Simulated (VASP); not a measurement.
# BaTiO3 (R3m) in VASP: single point with r2SCAN+U

Aim: the single point of BaTiO3 with r2SCAN+U.

All numbers are computed with VASP 6.6.1; they aren't measurements. Logs are shortened: lines on timing, memory, paths and dates and some standing lists are left out, and cuts for length are marked.

**1. The cell of the first run**

The structure is trigonal, space group R3m (No. 160). Conventional cell: a = 5.655 Å, b = 5.655 Å, c = 6.953 Å, α = 90.00°, β = 90.00°, γ = 120.00°. Within 3.7 Å of Ba (site symmetry 3m) lie 12 O at 2.79 to 2.88 Å and 8 Ti at 3.38 to 3.57 Å. Within 2.5 Å of Ti (site symmetry 3m) lie 6 O at 1.88 to 2.14 Å. O (site symmetry m) has 2 Ti at 1.88 to 2.14 Å within 2.5 Å.

**2. Single point, r2SCAN+U**

The input, POSCAR:

```
BaTiO3
1.0
    2.8276681575      1.6325549719      2.3177316080
   -2.8276681575      1.6325549719      2.3177316080
    0.0000000000     -3.2651099438      2.3177316080
Ba Ti O
1 1 3
Direct
    0.0000000000      0.0000000000      0.0000000000
    0.5140000000      0.5140000000      0.5140000000
    0.4916000000      0.4916000000      0.9815000000
    0.4916000000      0.9815000000      0.4916000000
    0.9815000000      0.4916000000      0.4916000000
```

The input, INCAR.step1:

```
PREC = Accurate
ENCUT = 520
ISMEAR = 0
SIGMA = 0.02
LREAL = False
LASPH = True
NELM = 150
LMAXMIX = 4
LDAU = True
LDAUTYPE = 2
LDAUL = -1 2 -1
LDAUU = 0 4 0
LDAUJ = 0 0 0
NBANDS = 28
GGA = PE
ALGO = Normal
EDIFF = 1E-4
LWAVE = True
LCHARG = False
```

The input, INCAR.step2:

```
PREC = Accurate
ENCUT = 520
EDIFF = 1E-6
ISMEAR = 0
SIGMA = 0.02
LREAL = False
LASPH = True
NELM = 150
ALGO = Normal
ISIF = 2
LWAVE = False
LCHARG = False
LMAXMIX = 4
LDAU = True
LDAUTYPE = 2
LDAUL = -1 2 -1
LDAUU = 0 4 0
LDAUJ = 0 0 0
LDAUPRINT = 1
METAGGA = R2SCAN
LMIXTAU = True
NBANDS = 28
ISTART = 1
```

The input, KPOINTS:

```
regular mesh
0
Gamma
  6 6 6
```

Potentials or basis: VASP PAW PBE potentials, release 64 (Ba_sv, Ti_sv, O).

Command:

```console
$ cat potpaw_PBE.64/Ba_sv/POTCAR potpaw_PBE.64/Ti_sv/POTCAR potpaw_PBE.64/O/POTCAR > POTCAR
$ cp INCAR.step1 INCAR
$ mpirun -np 1 vasp_std > vasp.out
$ cp INCAR.step2 INCAR
$ mpirun -np 1 vasp_std > vasp.out
```

OUTCAR:

```text
PREC = Accurate
   ENCUT = 520
   EDIFF = 1E-6
   ISMEAR = 0
   LREAL = False
   LASPH = True
   NELM = 150
   ISIF = 2
   METAGGA = R2SCAN
   ISTART = 1

 ion  position               nearest neighbor table
   1  0.000  0.000  0.000-   3 2.79   4 2.79   5 2.79   5 2.83   4 2.83   4 2.83   5 2.83   3 2.83
                             3 2.83   3 2.88   4 2.88   5 2.88   2 3.38   2 3.43   2 3.43   2 3.43
   2  0.514  0.514  0.514-   3 1.88   4 1.88   5 1.88   3 2.14   4 2.14   5 2.14   1 3.38   1 3.43
                             1 3.43   1 3.43   1 3.50   1 3.50   1 3.50   1 3.57
   3  0.492  0.492  0.981-   2 1.88   2 2.14   1 2.79   1 2.83   1 2.83   1 2.88
   4  0.492  0.981  0.492-   2 1.88   2 2.14   1 2.79   1 2.83   1 2.83   1 2.88
   5  0.981  0.492  0.492-   2 1.88   2 2.14   1 2.79   1 2.83   1 2.83   1 2.88

  LATTYP: Found a trigonal (rhomboedric) cell.
 ALAT       =     4.0041007420
 COS(alpha) =     0.0025827226

  Lattice vectors:

 A1 = (   2.8276681575,   1.6325549719,   2.3177316080)
 A2 = (  -2.8276681575,   1.6325549719,   2.3177316080)
 A3 = (   0.0000000000,  -3.2651099438,   2.3177316080)

Analysis of symmetry for initial positions (statically):
=====================================================================
 Subroutine PRICEL returns:
 Original cell was already a primitive cell.

 Routine SETGRP: Setting up the symmetry group for a
 trigonal (rhombohedral) supercell.

 Subroutine GETGRP returns: Found  6 space group operations
 (whereof  6 operations were pure point group operations)
 out of a pool of 12 trial point group operations.

The static configuration has the point symmetry C_3v.

Analysis of symmetry for dynamics (positions and initial velocities):
=====================================================================
 Subroutine PRICEL returns:
 Original cell was already a primitive cell.

 Routine SETGRP: Setting up the symmetry group for a
 trigonal (rhombohedral) supercell.

 Subroutine GETGRP returns: Found  6 space group operations
 (whereof  6 operations were pure point group operations)
 out of a pool of 12 trial point group operations.

The dynamic configuration has the point symmetry C_3v.

 Subroutine INISYM returns: Found  6 space group operations
 (whereof  6 operations are pure point group operations),
 and found     1 'primitive' translations

----------------------------------------------------------------------------------------

                                     Primitive cell

  volume of cell :      64.1964

  direct lattice vectors                    reciprocal lattice vectors
     2.827668157  1.632554972  2.317731608     0.176824143  0.102089467  0.143818780
    -2.827668157  1.632554972  2.317731608    -0.176824143  0.102089467  0.143818780
     0.000000000 -3.265109944  2.317731608     0.000000000 -0.204178934  0.143818780

  length of vectors
     4.004100742  4.004100742  4.004100742     0.249745628  0.249745628  0.249745628

  position of ions in fractional coordinates (direct lattice)
     0.000000000  0.000000000  0.000000000
     0.514000000  0.514000000  0.514000000
     0.491600000  0.491600000  0.981500000
     0.491600000  0.981500000  0.491600000
     0.981500000  0.491600000  0.491600000

  ion indices of the primitive-cell ions
   primitive index   ion index
                 1           1
                 2           2
                 3           3
                 4           4
                 5           5

----------------------------------------------------------------------------------------

 KPOINTS: regular mesh

Automatic generation of k-mesh.
 Grid dimensions read from file:
 generate k-points for:    6    6    6
[... 56 lines left out ...]
   ISTART =      1    job   : 0-new  1-cont  2-samecut
   ICHARG =      0    charge: 1-file 2-atom 10-const
   ISPIN  =      1    spin polarized calculation?
   LNONCOLLINEAR =      F non collinear calculations
   LSORBIT =      F    spin-orbit coupling
   LASPH  =      T    aspherical Exc in radial PAW
   ENCUT  =  520.0 eV  38.22 Ry    6.18 a.u.   7.44  7.44  7.44*2*pi/ulx,y,z
   NELM   =    150;   NELMIN=  2; NELMDL=  0     # of ELM steps
   EDIFF  = 0.1E-05   stopping-criterion for ELM
   LREAL  =      F    real-space projection
   EDIFFG = 0.1E-04   stopping-criterion for IOM
   NSW    =      0    number of steps for IOM
   IBRION =     -1    ionic relax: 0-MD 1-quasi-New 2-CG
   NFREE  =      0    steps in history (QN), initial steepest desc. (CG)
   ISIF   =      2    stress and relaxation
   ISYM   =      2    0-nonsym 1-usesym 2-fastsym
   POTIM  = 0.5000    time-step for ionic-motion
   TEBEG  =    0.0;   TEEND  =   0.0 temperature during run
   PSTRESS=    0.0 pullay stress
   NELECT =      40.0000    total number of electrons
   NUPDOWN=      -1.0000    fix difference up-down
   EMIN   =  10.00;   EMAX   =-10.00  energy-range for DOS
   EFERMI =   0.00;   METHOD = LEGACY
   ISMEAR =     0;   SIGMA  =   0.02  broadening in eV -4-tet -1-fermi 0-gaus
   EFERMI_NEDOS =   21; number of points for ismear=-14 and -15
   IALGO  =     38    algorithm
   IMIX   =      4    mixing-type and parameters
     AMIX     =   0.40;   BMIX     =  1.00
     AMIX_MAG =   1.60;   BMIX_MAG =  1.00
  volume/ion in A,a.u.               =      12.84        86.64
  Fermi-wavevector in a.u.,A,eV,Ry     =   1.398271  2.642349 26.601582  1.955161
  Thomas-Fermi vector in A             =   2.521445
   LORBIT       =      0    0 simple, 1 ext, 2 COOP (PROOUT), +10 PAW based schemes
 LDA+U is selected, type is set to LDAUTYPE =  2
   angular momentum for each species LDAUL =    -1    2   -1
   U (eV)           for each species LDAUU =   0.0  4.0  0.0
   J (eV)           for each species LDAUJ =   0.0  0.0  0.0
   METAGGA = R2SCAN    functional components
   LHFCALC =     F    Hartree Fock is set to
   AEXX    =    0.0000 exact exchange contribution
   IVDW    =     0    specifies the selected vdW correction
   LEPSILON=     F    determine dielectric tensor
   LRPA    =     F    only Hartree local field effects (RPA)
 non-spin polarized calculation
 Gauss-broadening in eV      SIGMA  =   0.02
  energy-cutoff  :      520.00
  volume of cell :       64.20
 maximum number of plane-waves:      1750
 NGX is ok and might be reduce to    30
   NGX = 15   NGY = 15   NGZ = 15

atom =   2  type =  2  l = 2

 onsite density matrix

spin component  1

  0.1586 -0.0000  0.0000  0.0685 -0.0000
 -0.0000  0.1906 -0.0000  0.0000  0.0685
  0.0000 -0.0000  0.1031  0.0000 -0.0000
  0.0685  0.0000  0.0000  0.1906 -0.0000
 -0.0000  0.0685 -0.0000 -0.0000  0.1586

spin component  2

  0.1586 -0.0000  0.0000  0.0685 -0.0000
 -0.0000  0.1906 -0.0000  0.0000  0.0685
  0.0000 -0.0000  0.1031  0.0000 -0.0000
  0.0685  0.0000  0.0000  0.1906 -0.0000
 -0.0000  0.0685 -0.0000 -0.0000  0.1586

 occupancies and eigenvectors

  o =  0.1031  v =  0.0000 -0.0000  1.0000  0.0000  0.0000  0.0000  0.0000  0.0000  0.0000  0.0000      0.0000  0.0000  0.0000  0.0000  0.0000  0.0000  0.0000  0.0000  0.0000  0.0000
  o =  0.1031  v =  0.0000  0.0000  0.0000  0.0000  0.0000  0.0000 -0.0000  1.0000  0.0000  0.0000      0.0000  0.0000  0.0000  0.0000  0.0000  0.0000  0.0000  0.0000  0.0000  0.0000
  o =  0.1042  v =  0.0000 -0.6215 -0.0000  0.0000  0.7834  0.0000  0.0000  0.0000  0.0000  0.0000      0.0000  0.0000  0.0000  0.0000  0.0000  0.0000  0.0000  0.0000  0.0000  0.0000
  o =  0.1042  v =  0.0000  0.0000  0.0000  0.0000  0.0000  0.0000 -0.6215 -0.0000  0.0000  0.7834      0.0000  0.0000  0.0000  0.0000  0.0000  0.0000  0.0000  0.0000  0.0000  0.0000
  o =  0.1042  v =  0.0000  0.0000  0.0000  0.0000  0.0000 -0.7834  0.0000  0.0000  0.6215 -0.0000      0.0000  0.0000  0.0000  0.0000  0.0000  0.0000  0.0000  0.0000  0.0000  0.0000
  o =  0.1042  v = -0.7834  0.0000  0.0000  0.6215 -0.0000  0.0000  0.0000  0.0000  0.0000  0.0000      0.0000  0.0000  0.0000  0.0000  0.0000  0.0000  0.0000  0.0000  0.0000  0.0000
  o =  0.2449  v =  0.0000 -0.7834  0.0000  0.0000 -0.6215  0.0000  0.0000  0.0000  0.0000  0.0000      0.0000  0.0000  0.0000  0.0000  0.0000  0.0000  0.0000  0.0000  0.0000  0.0000
  o =  0.2449  v =  0.0000  0.0000  0.0000  0.0000  0.0000  0.0000 -0.7834  0.0000  0.0000 -0.6215      0.0000  0.0000  0.0000  0.0000  0.0000  0.0000  0.0000  0.0000  0.0000  0.0000
  o =  0.2449  v =  0.0000  0.0000  0.0000  0.0000  0.0000  0.6215  0.0000  0.0000  0.7834 -0.0000      0.0000  0.0000  0.0000  0.0000  0.0000  0.0000  0.0000  0.0000  0.0000  0.0000
  o =  0.2449  v =  0.6215  0.0000  0.0000  0.7834 -0.0000  0.0000  0.0000  0.0000  0.0000  0.0000      0.0000  0.0000  0.0000  0.0000  0.0000  0.0000  0.0000  0.0000  0.0000  0.0000

 number of electron      40.0000005 magnetization

 Free energy of the ion-electron system (eV)
  ---------------------------------------------------
  ext. energy  EPLUGINS =         0.00000000
  ---------------------------------------------------
  free energy    TOTEN  =       -71.54988803 eV

  energy without entropy =      -71.54988803  energy(sigma->0) =      -71.54988803

 E-fermi :   3.8364     XC(G=0): -11.8999

 val. band max:        3.5963938731   @ k =   0.5000   0.5000   0.5000
 cond. band min:       6.8198495775   @ k =   0.0000   0.0000   0.0000
 fundamental gap:      3.2234557044
 Fermi energy:         3.8363743159

 k-point     1 :       0.0000    0.0000    0.0000
  band No.  band energies     occupation
      1     -55.9635      2.00000
      2     -31.1153      2.00000
      3     -31.1103      2.00000
      4     -31.1103      2.00000
      5     -21.8758      2.00000
      6     -14.2565      2.00000
[... 733 lines left out ...]
     27      12.4053      0.00000
     28      12.9102      0.00000

 [... further k-points ...]

------------------------ aborting loop because EDIFF is reached ----------------------------------------

  FORCE on cell =-STRESS in cart. coord.  units (eV):
  Direction    XX          YY          ZZ          XY          YZ          ZX
  --------------------------------------------------------------------------------------
  -------------------------------------------------------------------------------------
  Total        3.1184963      3.1184963      2.7831643      0.0000000      0.0000000      0.0000000
  in kB       77.8296665     77.8296665     69.4606397      0.0000000      0.0000000      0.0000000
  external PRESSURE =      75.0399909 kB  Pullay stress =       0.0000000 kB

 VOLUME and BASIS-vectors are now :
 -----------------------------------------------------------------------------
  energy-cutoff  :      520.00
  volume of cell :       64.20
      direct lattice vectors                 reciprocal lattice vectors
     2.827668157  1.632554972  2.317731608     0.176824143  0.102089467  0.143818780
    -2.827668157  1.632554972  2.317731608    -0.176824143  0.102089467  0.143818780
     0.000000000 -3.265109944  2.317731608     0.000000000 -0.204178934  0.143818780

 POSITION                                       TOTAL-FORCE (eV/Angst)
 -----------------------------------------------------------------------------------
      0.00000      0.00000      0.00000        -0.000000      0.000000      0.094050
      0.00000      0.00000      3.57394        -0.000000      0.000000     -1.279160
      0.00000     -1.59958      4.55365        -0.000000     -0.665385      0.395037
     -1.38527      0.79979      4.55365        -0.576240      0.332693      0.395037
      1.38527      0.79979      4.55365         0.576240      0.332693      0.395037
 -----------------------------------------------------------------------------------
    total drift:                               -0.000000      0.000003      0.004131

  FREE ENERGIE OF THE ION-ELECTRON SYSTEM (eV)
  ---------------------------------------------------
  free  energy   TOTEN  =       -71.5498880292 eV

  energy  without entropy=      -71.5498880292  energy(sigma->0) =      -71.54988803
```

Wall time 5.7 min (1 thread of Intel Xeon 8259CL, shared host); peak memory 0.21 GiB.

What came out:

- Free energy: -71.5499 eV
- Pressure: 7.5 GPa
- Largest force: 1.279 eV/Å
- Band gap on the k mesh: 3.22 eV (least direct gap 3.63 eV)

Forces on the atoms (eV/Å):
```
Ba   0.000  0.000  0.094
Ti   0.000  0.000 -1.279
O    0.000 -0.665  0.395
O   -0.576  0.333  0.395
O    0.576  0.333  0.395
```

Stress tensor (GPa, compression positive):
```
7.78 0.00 0.00
0.00 7.78 0.00
0.00 0.00 6.95
```

Eigenvalues of the final occupation matrices:
```
    site  spin  trace               eigenvalues
site 2 d     1   0.80  0.10 0.10 0.10 0.24 0.24
site 2 d     2   0.80  0.10 0.10 0.10 0.24 0.24
```

Caveat: the cell stands under pressure; the PAW data sets were made with another functional, which shifts forces and pressure a little; spin-orbit coupling is left out, which moves the levels of the heavy elements. A k mesh can miss the band edges.
